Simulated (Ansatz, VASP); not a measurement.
**One calculation of RbAl4H5, two programs**

```
Rb Al H
1.0
    -4.08652    4.08652    2.60082
     4.08652   -4.08652    2.60082
     4.08652    4.08652   -2.60082
Rb Al H
1 4 5
Direct
  0.00000 0.00000 0.00000
  0.50000 0.50000 0.50000
  0.00000 0.00000 0.50000
  0.50000 0.00000 0.00000
  0.00000 0.50000 0.00000
  0.50000 0.70516 0.20516
  0.50000 0.29484 0.79484
  0.70516 0.50000 0.20516
  0.29484 0.50000 0.79484
  0.50000 0.50000 0.00000
```

Alike in both runs: task single point; functional PBE; k mesh 10 × 10 × 10; occupations gaussian, width 0.1 eV; no spin polarisation.

|  | VASP | Ansatz |
| --- | --- | --- |
| version | VASP 6.6.1 | Ansatz 0.2.0 |
| potentials or method | VASP PAW PBE potentials, release 64 (Rb_sv, Al, H), cutoff 520 eV | scalar-relativistic, plane waves, PAW |
| valence electrons in the cell | 26 | 26 |

```tsv
	VASP	Ansatz	Ansatz less VASP
gap on the k mesh at the Fermi level (eV)	none	none	-
pressure (GPa)	0.0	0.0	+0.03
```

A gap of «none» marks a metal or a gap that the smearing closes.
